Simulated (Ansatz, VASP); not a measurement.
## One calculation of PbS, two programs

Contents of INCAR:

```
PREC = Accurate ; ENCUT = 520
EDIFF = 1E-7 ; ISMEAR = 0
SIGMA = 0.01 ; LREAL = False
LASPH = True ; NELM = 80
ALGO = Normal ; ISIF = 2
LWAVE = False ; LCHARG = False
GGA = PE ; NBANDS = 17
```

KPOINTS

```
Automatic mesh
0
Gamma
  6 6 6
```

The input POSCAR:

```
PbS
1.0
    0.0000000000      2.9705683269      2.9705683269
    2.9705683269      0.0000000000      2.9705683269
    2.9705683269      2.9705683269      0.0000000000
Pb S
1 1
Direct
    0.0000000000      0.0000000000      0.0000000000
    0.5000000000      0.5000000000      0.5000000000
```

Input for Ansatz:

```yaml
crystal:
  lattice:
    - [0.0, 2.9705683269, 2.9705683269]
    - [2.9705683269, 0.0, 2.9705683269]
    - [2.9705683269, 2.9705683269, 0.0]
  atoms:
    - { symbol: Pb, position: [0.0, 0.0, 0.0] }
    - { symbol: S, position: [0.5, 0.5, 0.5] }
kpoints:
  mp_grid: { grid: [6, 6, 6] }
hamiltonian:
  xc: pbe
scf:
  occupations: { method: fixed }
  n_extra_bands: 4
output:
  forces: true
  stress: true
  eigenvalues: true
```

Alike in both runs: task single point; functional PBE; k mesh 6 × 6 × 6; no spin polarisation.

|  | VASP | Ansatz |
| --- | --- | --- |
| version | VASP 6.6.1 | Ansatz 0.2.0 |
| potentials or method | VASP PAW PBE potentials, release 64 (Pb_d, S) | plane waves, PAW |
| plane-wave cutoff (eV) | 520 | 420 |
| occupations | gaussian, width 0.01 eV | fixed |
| valence electrons in the cell | 20 | 20 |

|  | VASP | Ansatz | Ansatz less VASP |
| --- | --- | --- | --- |
| gap on the k mesh at the Fermi level (eV) | 0.38 | 0.38 | -0.007 |
| pressure (GPa) | 1.8 | 1.9 | +0.07 |

Spin-orbit coupling is off throughout.
